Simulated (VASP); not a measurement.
# Ga (Fd-3m) in VASP: further runs

The runs below take Ga through single point, relaxation of cell and atoms, with r2SCAN.

Program: VASP 6.6.1. These are calculated values, not measurements. Logs are shortened: lines on timing, memory, paths and dates and some standing lists are left out, and cuts for length are marked.

### Step 1. The cell of the first run

The structure is cubic, space group Fd-3m (No. 227). Conventional cell: a = 5.610 Å, b = 5.610 Å, c = 5.610 Å, α = 90.00°, β = 90.00°, γ = 90.00°. Ga (site symmetry -43m) has 4 Ga at 2.43 Å within 3.2 Å.

### Step 2. Single point, r2SCAN

POSCAR reads:

```
Ga
1.0
    0.0000000000      2.8049610000      2.8049610000
    2.8049610000      0.0000000000      2.8049610000
    2.8049610000      2.8049610000      0.0000000000
Ga
2
Direct
    0.0000000000      0.0000000000      0.0000000000
    0.2500000000      0.2500000000      0.2500000000
```

INCAR.step1 reads:

```
SYSTEM = Ga
ALGO = Normal
EDIFF = 1E-4
ENCUT = 520
GGA = PE
ISMEAR = -1
LASPH = .TRUE.
LCHARG = .FALSE.
LREAL = .FALSE.
LWAVE = .TRUE.
NBANDS = 20
NELM = 60
PREC = Accurate
SIGMA = 0.0143
```

INCAR.step2 reads:

```
SYSTEM = Ga
ALGO = Normal
EDIFF = 1E-6
ENCUT = 520
ISIF = 2
ISMEAR = -1
ISTART = 1
LASPH = .TRUE.
LCHARG = .TRUE.
LELF = .TRUE.
LMIXTAU = .TRUE.
LREAL = .FALSE.
LVHAR = .TRUE.
LWAVE = .FALSE.
METAGGA = R2SCAN
NBANDS = 20
NELM = 60
PREC = Accurate
SIGMA = 0.0143
```

KPOINTS reads:

```
k-points
0
G
  10 10 10
  0 0 0
```

Potentials or basis: VASP PAW PBE potentials, release 64 (Ga_d).

On the command line:

```sh
$ cat potpaw_PBE.64/Ga_d/POTCAR > POTCAR
$ cp INCAR.step1 INCAR
$ mpirun -np 1 vasp_std > vasp.out
$ cp INCAR.step2 INCAR
$ mpirun -np 1 vasp_std > vasp.out
```

OUTCAR:

```text
SYSTEM = Ga
   EDIFF = 1E-6
   ENCUT = 520
   ISIF = 2
   ISMEAR = -1
   ISTART = 1
   LASPH = .TRUE.
   LREAL = .FALSE.
   METAGGA = R2SCAN
   NELM = 60
   PREC = Accurate

 ion  position               nearest neighbor table
   1  0.000  0.000  0.000-   2 2.43   2 2.43   2 2.43   2 2.43
   2  0.250  0.250  0.250-   1 2.43   1 2.43   1 2.43   1 2.43

  LATTYP: Found a face centered cubic cell.
 ALAT       =     5.6099220000

  Lattice vectors:

 A1 = (   0.0000000000,   2.8049610000,   2.8049610000)
 A2 = (   2.8049610000,   0.0000000000,   2.8049610000)
 A3 = (   2.8049610000,   2.8049610000,   0.0000000000)

Analysis of symmetry for initial positions (statically):
=====================================================================
 Subroutine PRICEL returns:
 Original cell was already a primitive cell.

 Routine SETGRP: Setting up the symmetry group for a
 face centered cubic supercell.

 Subroutine GETGRP returns: Found 48 space group operations
 (whereof 24 operations were pure point group operations)
 out of a pool of 48 trial point group operations.

The static configuration has the point symmetry T_d .
 The point group associated with its full space group is O_h .

Analysis of symmetry for dynamics (positions and initial velocities):
=====================================================================
 Subroutine PRICEL returns:
 Original cell was already a primitive cell.

 Routine SETGRP: Setting up the symmetry group for a
 face centered cubic supercell.

 Subroutine GETGRP returns: Found 48 space group operations
 (whereof 24 operations were pure point group operations)
 out of a pool of 48 trial point group operations.

The dynamic configuration has the point symmetry T_d .
 The point group associated with its full space group is O_h .

 Subroutine INISYM returns: Found 48 space group operations
 (whereof 24 operations are pure point group operations),
 and found     1 'primitive' translations

----------------------------------------------------------------------------------------

                                     Primitive cell

  volume of cell :      44.1378

  direct lattice vectors                    reciprocal lattice vectors
     0.000000000  2.804961000  2.804961000    -0.178255598  0.178255598  0.178255598
     2.804961000  0.000000000  2.804961000     0.178255598 -0.178255598  0.178255598
     2.804961000  2.804961000  0.000000000     0.178255598  0.178255598 -0.178255598

  length of vectors
     3.966813888  3.966813888  3.966813888     0.308747752  0.308747752  0.308747752

[... 79 lines left out ...]
   NELM   =     60;   NELMIN=  2; NELMDL=  0     # of ELM steps
   EDIFF  = 0.1E-05   stopping-criterion for ELM
   LREAL  =      F    real-space projection
   EDIFFG = 0.1E-04   stopping-criterion for IOM
   NSW    =      0    number of steps for IOM
   IBRION =     -1    ionic relax: 0-MD 1-quasi-New 2-CG
   NFREE  =      0    steps in history (QN), initial steepest desc. (CG)
   ISIF   =      2    stress and relaxation
   ISYM   =      2    0-nonsym 1-usesym 2-fastsym
   POTIM  = 0.5000    time-step for ionic-motion
   TEBEG  =    0.0;   TEEND  =   0.0 temperature during run
   PSTRESS=    0.0 pullay stress
   NELECT =      26.0000    total number of electrons
   NUPDOWN=      -1.0000    fix difference up-down
   EMIN   =  10.00;   EMAX   =-10.00  energy-range for DOS
   EFERMI =   0.00;   METHOD = LEGACY
   ISMEAR =    -1;   SIGMA  =   0.01  broadening in eV -4-tet -1-fermi 0-gaus
   EFERMI_NEDOS =   21; number of points for ismear=-14 and -15
   IALGO  =     38    algorithm
   IMIX   =      4    mixing-type and parameters
     AMIX     =   0.40;   BMIX     =  1.00
     AMIX_MAG =   1.60;   BMIX_MAG =  1.00
  volume/ion in A,a.u.               =      22.07       148.93
  Fermi-wavevector in a.u.,A,eV,Ry     =   1.372342  2.593351 25.624171  1.883323
  Thomas-Fermi vector in A             =   2.497958
   LORBIT       =      0    0 simple, 1 ext, 2 COOP (PROOUT), +10 PAW based schemes
   METAGGA = R2SCAN    functional components
   LHFCALC =     F    Hartree Fock is set to
   AEXX    =    0.0000 exact exchange contribution
   IVDW    =     0    specifies the selected vdW correction
   LEPSILON=     F    determine dielectric tensor
   LRPA    =     F    only Hartree local field effects (RPA)
 non-spin polarized calculation
  energy-cutoff  :      520.00
  volume of cell :       44.14
 maximum number of plane-waves:      1243
 NGX is ok and might be reduce to    30
   NGX = 15   NGY = 15   NGZ = 15

 number of electron      26.0000021 magnetization

 Free energy of the ion-electron system (eV)
  ---------------------------------------------------
  ext. energy  EPLUGINS =         0.00000000
  ---------------------------------------------------
  free energy    TOTEN  =       -22.20535687 eV

  energy without entropy =      -22.20426869  energy(sigma->0) =      -22.20481278

 E-fermi :   3.2795     XC(G=0): -10.8390

 val. band max:        3.2697446381   @ k =   0.5000   0.3000   0.1000
 cond. band min:       3.3197055505   @ k =   0.2000   0.2000   0.0000
 fundamental gap:      0.0499609124
 Fermi energy:         3.2794882537

 k-point     1 :       0.0000    0.0000    0.0000
  band No.  band energies     occupation
      1     -12.0137      2.00000
      2     -12.0137      2.00000
      3     -12.0137      2.00000
      4     -11.9611      2.00000
      5     -11.9611      2.00000
      6     -11.5368      2.00000
[... 541 lines left out ...]
     19      17.6739      0.00000
     20      18.2353      0.00000

 [... further k-points ...]

------------------------ aborting loop because EDIFF is reached ----------------------------------------

  FORCE on cell =-STRESS in cart. coord.  units (eV):
  Direction    XX          YY          ZZ          XY          YZ          ZX
  --------------------------------------------------------------------------------------
  -------------------------------------------------------------------------------------
  Total        1.2489916      1.2489916      1.2489916     -0.0000000     -0.0000000      0.0000000
  in kB       45.3377143     45.3377143     45.3377143     -0.0000000     -0.0000000      0.0000000
  external PRESSURE =      45.3377143 kB  Pullay stress =       0.0000000 kB

 VOLUME and BASIS-vectors are now :
 -----------------------------------------------------------------------------
  energy-cutoff  :      520.00
  volume of cell :       44.14
      direct lattice vectors                 reciprocal lattice vectors
     0.000000000  2.804961000  2.804961000    -0.178255598  0.178255598  0.178255598
     2.804961000  0.000000000  2.804961000     0.178255598 -0.178255598  0.178255598
     2.804961000  2.804961000  0.000000000     0.178255598  0.178255598 -0.178255598

 POSITION                                       TOTAL-FORCE (eV/Angst)
 -----------------------------------------------------------------------------------
      0.00000      0.00000      0.00000        -0.000000      0.000000      0.000000
      1.40248      1.40248      1.40248         0.000000     -0.000000     -0.000000
 -----------------------------------------------------------------------------------
    total drift:                                0.000000      0.000000      0.000000

  FREE ENERGIE OF THE ION-ELECTRON SYSTEM (eV)
  ---------------------------------------------------
  free  energy   TOTEN  =       -22.2053568651 eV

  energy  without entropy=      -22.2042686894  energy(sigma->0) =      -22.20481278
```

OUTCAR.step1:

```text
SYSTEM = Ga
   EDIFF = 1E-4
   ENCUT = 520
   GGA = PE
   ISMEAR = -1
   LASPH = .TRUE.
   LREAL = .FALSE.
[... 774 lines left out ...]
      0.00000      0.00000      0.00000         0.000000      0.000000      0.000000
      1.40248      1.40248      1.40248        -0.000000     -0.000000     -0.000000
 -----------------------------------------------------------------------------------
    total drift:                                0.000000      0.000000      0.000000

  FREE ENERGIE OF THE ION-ELECTRON SYSTEM (eV)
  ---------------------------------------------------
  free  energy   TOTEN  =        -5.1225297311 eV

  energy  without entropy=       -5.1210884641  energy(sigma->0) =       -5.12180910
```

It took 2.9 min on 1 thread of Intel Xeon Platinum 8259CL at 2.50GHz (Skylake/Cascade Lake), shared host; peak memory 0.18 GiB.

Results:

* Free energy: -22.2054 eV
* Pressure: 4.5 GPa
* Band gap on the k mesh: zero (band 13 reaches 6.63 eV, above the bottom of band 14 at 1.63 eV)

Caveat: the PAW data sets were made with another functional, which shifts forces and pressure a little.

### Step 3. Single point, r2SCAN

This run uses another cell than the first one, of 24.05 Å³/atom, 1.090 times its volume.

POSCAR reads:

```
Ga
1.0
    0.0000000000      2.8863631866      2.8863631866
    2.8863631866      0.0000000000      2.8863631866
    2.8863631866      2.8863631866      0.0000000000
Ga
2
Direct
    0.0000000000      0.0000000000      0.0000000000
    0.2500000000      0.2500000000      0.2500000000
```

INCAR.step1 reads:

```
SYSTEM = Ga
PREC = Accurate
ENCUT = 520
ISMEAR = -1
SIGMA = 0.0143
LREAL = .False.
LASPH = .True.
NELM = 60
NBANDS = 20
GGA = PE
ALGO = Normal
EDIFF = 1E-4
LWAVE = .True.
LCHARG = .False.
```

INCAR.step2 reads:

```
SYSTEM = Ga
PREC = Accurate
ENCUT = 520
EDIFF = 1E-7
ISMEAR = -1
SIGMA = 0.0143
LREAL = .False.
LASPH = .True.
NELM = 60
ALGO = Normal
ISIF = 2
LWAVE = .False.
LCHARG = .False.
METAGGA = R2SCAN
LMIXTAU = .True.
NBANDS = 20
ISTART = 1
```

KPOINTS reads:

```
Automatic mesh
0
Gamma
  8 8 8
  0 0 0
```

Potentials or basis: VASP PAW PBE potentials, release 64 (Ga_d).

On the command line:

```sh
$ cat potpaw_PBE.64/Ga_d/POTCAR > POTCAR
$ cp INCAR.step1 INCAR
$ mpirun -np 1 vasp_std > vasp.out
$ cp INCAR.step2 INCAR
$ mpirun -np 1 vasp_std > vasp.out
```

It took 1.9 min on 1 thread of Intel Xeon Platinum 8259CL at 2.50GHz (Skylake/Cascade Lake), shared host; peak memory 0.17 GiB.

The run converged. Its results:

- Free energy: -22.2567 eV
- Pressure: 0.1 GPa
- Band gap on the k mesh: zero (band 13 reaches 5.75 eV, above the bottom of band 14 at 1.14 eV)

Levels at points of the mesh, in eV from the Fermi level:
```csv
k point,band 9,band 10,band 11,band 12,band 13,band 14,band 15,band 16,band 17,band 18
"(0.00, 0.00, 0.00)",-14.84,-14.84,-10.08,2.95,2.95,2.95,4.46,5.11,5.11,5.11
"(0.50, 0.00, 0.00)",-14.83,-14.83,-7.67,-4.99,1.31,1.31,3.52,6.16,6.16,8.88
"(0.50, 0.50, 0.00)",-14.80,-14.80,-5.85,-5.85,-0.64,-0.64,3.11,3.11,12.91,12.91
```

Caveat: the PAW data sets were made with another functional, which shifts forces and pressure a little.

### Step 4. Relaxation of cell and atoms, r2SCAN

POSCAR reads:

```
Ga
1.0
    0.0000000000      2.8049610000      2.8049610000
    2.8049610000      0.0000000000      2.8049610000
    2.8049610000      2.8049610000      0.0000000000
Ga
2
Direct
    0.0000000000      0.0000000000      0.0000000000
    0.2500000000      0.2500000000      0.2500000000
```

INCAR.step1 reads:

```
SYSTEM = Ga
ALGO = Normal ; EDIFF = 1E-4
ENCUT = 600 ; GGA = PE
ISMEAR = -1 ; LASPH = .TRUE.
LCHARG = .FALSE. ; LREAL = .FALSE.
LWAVE = .TRUE. ; NELM = 100
PREC = Accurate ; SIGMA = 0.0143
```

INCAR.step2 reads:

```
SYSTEM = Ga
ALGO = Normal ; EDIFF = 1E-6
EDIFFG = -0.01 ; ENCUT = 600
IBRION = 2 ; ISIF = 3
ISMEAR = -1 ; ISTART = 1
LASPH = .TRUE. ; LCHARG = .FALSE.
LMIXTAU = .TRUE. ; LREAL = .FALSE.
LWAVE = .FALSE. ; METAGGA = R2SCAN
NELM = 100 ; NSW = 60
PREC = Accurate ; SIGMA = 0.0143
```

KPOINTS reads:

```
k-points
0
G
  8 8 8
  0 0 0
```

On the command line:

```sh
$ cat potpaw_PBE.64/Ga_d/POTCAR > POTCAR
$ cp INCAR.step1 INCAR
$ mpirun -np 1 vasp_std > vasp.out
$ cp INCAR.step2 INCAR
$ mpirun -np 1 vasp_std > vasp.out
```

It took 2.9 min on 1 thread of Intel Xeon Platinum 8259CL at 2.50GHz (Skylake/Cascade Lake), shared host; peak memory 0.2 GiB.

It converged, with:

```yaml
Free_energy: -22.2564 eV
Relaxed_volume: 24.03 Å³/atom
Relaxed_cell: a = 4.081 Å, b = 4.081 Å, c = 4.081 Å, α = 60.00°, β = 60.00°, γ = 60.00°
Space_group_after_relaxing_to_0.05_Å: Fd-3m (No. 227)
Energy_gained_by_relaxing: 27.4 meV/atom
Ionic_steps: 3
Pressure_after_relaxing: 0.0 GPa
Band_gap_on_the_k_mesh: zero (band 13 reaches 5.76 eV, above the bottom of band 14 at 1.14 eV)
```

The path:
| step | energy change (eV) | largest force (eV/Å) | pressure (GPa) | volume (Å³) |
| --- | --- | --- | --- | --- |
| 1 | 0.0000 | 0.0000 | 4.88 | 44.14 |
| 2 | -0.0542 | 0.0000 | -0.45 | 48.57 |
| 3 | -0.0549 | 0.0000 | 0.03 | 48.07 |

Final structure:
```
CELL_PARAMETERS angstrom
0.00000 2.88582 2.88582
2.88582 0.00000 2.88582
2.88582 2.88582 0.00000
ATOMIC_POSITIONS crystal
Ga 0.00000 0.00000 0.00000
Ga 0.25000 0.25000 0.25000
```

Levels at points of the mesh, in eV from the Fermi level:
```tsv
k point	band 9	band 10	band 11	band 12	band 13	band 14	band 15	band 16	band 17
(0.00, 0.00, 0.00)	-14.85	-14.85	-10.08	2.95	2.95	2.95	4.47	5.11	5.11
(0.50, 0.00, 0.00)	-14.83	-14.83	-7.68	-4.99	1.31	1.31	3.53	6.16	6.16
(0.50, 0.50, 0.00)	-14.80	-14.80	-5.85	-5.85	-0.64	-0.64	3.11	3.11	12.91
```

Caveat: the PAW data sets were made with another functional, which shifts forces and pressure a little.

### Step 5. The runs side by side

| task | cell | k mesh | cutoff (eV) | gap on the mesh (eV) | pressure (GPa) |
| --- | --- | --- | --- | --- | --- |
| single point | a = 3.967 Å, angles 60.0°, 2 atoms | 10 × 10 × 10 | 520 | none | 4.5 |
| single point | a = 4.082 Å, angles 60.0°, 2 atoms | 8 × 8 × 8 | 520 | none | 0.1 |
| relaxation of cell and atoms | relaxed from a = 3.967 Å, angles 60.0°, 2 atoms | 8 × 8 × 8 | 600 | none | 0.0 |

Alike in all rows: level r2SCAN; potentials or basis VASP PAW PBE potentials, release 64 (Ga_d); no spin polarisation; smearing fermi-dirac 0.0143 eV.

Caveats: the PAW data sets were made with another functional, which shifts forces and pressure a little.

Total energies depend on the potentials used, so only differences within one code and one set of settings carry meaning.
